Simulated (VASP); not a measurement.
Set up this calculation in VASP 6.6.1, as the native input.

* Task: single point
* Functional: PBE
* Potentials or basis: VASP PAW PBE potentials, release 64 (As)
* Cutoff: 520 eV
* k mesh: 15 × 15 × 15
* Occupations: fermi-dirac, width 0.05 eV
* Spin: no spin polarisation
* Dipole correction: no
* Further INCAR settings: ALGO = Normal; EDIFF = 1e-06; NBANDS = 8

The structure of As lies in POSCAR:

```
As
1.0
    0.0000000000      1.7764448963      1.7764448963
    1.7764448963      0.0000000000      1.7764448963
    1.7764448963      1.7764448963      0.0000000000
As
1
Direct
    0.0000000000      0.0000000000      0.0000000000
```

This cell differs from its parent crystal: volume scaled by 0.58.

These files were run (other wordings do the same):

INCAR

```
  PREC = Accurate
  ENCUT = 520
  EDIFF = 1E-6
  ISMEAR = -1
  SIGMA = 0.05
  LREAL = False
  LASPH = True
  NELM = 60
  ALGO = Normal
  ISIF = 2
  LWAVE = False
  LCHARG = True
  GGA = PE
  LELF = True
  LVHAR = True
  NBANDS = 8
```

KPOINTS

```
Automatic mesh
0
Gamma
  15 15 15
```

Potentials or basis: VASP PAW PBE potentials, release 64 (As).

Run with:

```sh
$ cat potpaw_PBE.64/As/POTCAR > POTCAR
$ mpirun -np 1 vasp_std > vasp.out
```

Results of the run:

```
Pressure : 143.0 GPa
```

Run time: 7.4 s on 1 thread of Intel(R) Xeon(R) Platinum 8259CL CPU @ 2.50GHz (Skylake/Cascade Lake), with other jobs on the host, peak memory 0.12 GiB.
